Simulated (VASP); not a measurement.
Mo: single point with revPBE

Mo:

```
Mo
1.0
    -1.58645    1.58645    1.58645
     1.58645   -1.58645    1.58645
     1.58645    1.58645   -1.58645
Mo
1
Direct
  0.00000 0.00000 0.00000
```

```json
{"Program": "VASP 6.6.1", "Task": "single point", "Functional": "revPBE", "Potentials or basis": "VASP PAW PBE potentials, release 64 (Mo_sv)", "Cutoff": "520 eV", "k mesh": "23 × 23 × 23", "Occupations": "fermi-dirac, width 0.1 eV", "Spin": "no spin polarisation", "Dipole correction": "no", "Further INCAR settings": "ALGO = Normal; EDIFF = 1e-07; NBANDS = 13"}
```

```json
{
  "Pressure": "0.1 GPa",
  "Band gap on the k mesh": "zero (band 7 reaches 16.03 eV, above the bottom of band 8 at 10.98 eV)"
}
```

Levels at points of the mesh, in eV from the Fermi level:
```tsv
k point	band 3	band 4	band 5	band 6	band 7	band 8	band 9	band 10	band 11	band 12
(0.00, 0.00, 0.00)	-34.60	-34.60	-7.15	-1.32	-1.32	-1.32	1.63	1.63	14.80	14.80
```

Run time: 70 s on 1 thread of Intel(R) Xeon(R) Platinum 8259CL CPU @ 2.50GHz (Skylake/Cascade Lake) (shared host), peak memory 0.18 GiB.

Caveat: the PAW data sets were made with another functional, which shifts forces and pressure a little.
